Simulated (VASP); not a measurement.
## Mn: single point with PBE

Crystal: Mn.

```
CELL_PARAMETERS angstrom
-1.55323 1.55323 1.55323
1.55323 -1.55323 1.55323
1.55323 1.55323 -1.55323
ATOMIC_POSITIONS crystal
Mn 0.00000 0.00000 0.00000
```

This cell differs from its parent crystal: volume scaled by 1.025.

```json
{
 "Program": "VASP 6.6.1",
 "Task": "single point",
 "Functional": "PBE",
 "Potentials or basis": "VASP PAW PBE potentials, release 64 (Mn_pv)",
 "Cutoff": "520 eV",
 "k mesh": "19 × 19 × 19",
 "Occupations": "fermi-dirac, width 0.03 eV",
 "Spin": "collinear spin, ferromagnetic start",
 "Starting moments": "[4.0] μB",
 "Dipole correction": "no",
 "Further INCAR settings": "ALGO = Normal; EDIFF = 1e-06; NBANDS = 16"
}
```

- Pressure: -3.3 GPa
- Net moment: 3.49 μB per cell
- Site moments: Mn +3.39 μB
- Valence electrons inside the program's atomic spheres: Mn 11.54

Levels at points of the mesh, in eV from the Fermi level:
Spin up:
```csv
k point,band 4,band 5,band 6,band 7,band 8,band 9,band 10,band 11,band 12,band 13
"(0.00, 0.00, 0.00)",-7.55,-2.03,-2.03,-2.03,-0.77,-0.77,20.57,20.57,20.57,25.37
```
Spin down:
```tsv
k point	band 3	band 4	band 5	band 6	band 7	band 8
(0.00, 0.00, 0.00)	-45.35	-6.85	1.14	1.14	1.14	2.49
```

Wall time 2.3 min on 1 thread of Intel(R) Xeon(R) Platinum 8259CL CPU @ 2.50GHz (Skylake/Cascade Lake), with other jobs on the host, peak memory 0.19 GiB.
